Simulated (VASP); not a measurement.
Crystal: Cd.

```
Cd
1.0
    -1.75500    1.75500    1.75500
     1.75500   -1.75500    1.75500
     1.75500    1.75500   -1.75500
Cd
1
Direct
  0.00000 0.00000 0.00000
```

This isn't the form of Cd at room conditions, which is hcp.

* Program: VASP 6.6.1
* Task: relaxation of cell and atoms
* Functional: LDA
* Potentials or basis: VASP PAW LDA potentials, release 64 (Cd_sv_GW)
* Cutoff: 630 eV
* k mesh: 19 × 19 × 19
* Occupations: gaussian, width 0.05 eV
* Spin: no spin polarisation

At the start: pressure -3.6 GPa; volume 21.62 Å³/atom.

Q: Where does the relaxation end?

A: Over 3 steps the energy falls by 14.9 meV/atom and the volume is 20.35 Å³/atom (-5.9 %); space group Im-3m (No. 229, to 0.1 Å) before and after.

The path:
```csv
step,energy change (eV),largest force (eV/Å),pressure (GPa),volume (Å³)
1,0.0000,0.0000,-3.57,21.62
2,-0.0145,0.0000,0.70,20.15
3,-0.0149,0.0000,0.00,20.35
```

Final structure:
```xyz
1
Lattice="-1.7199 1.7199 1.7199 1.7199 -1.7199 1.7199 1.7199 1.7199 -1.7199" Properties=species:S:1:pos:R:3 pbc="T T T"
Cd    0.0000    0.0000    0.0000
```
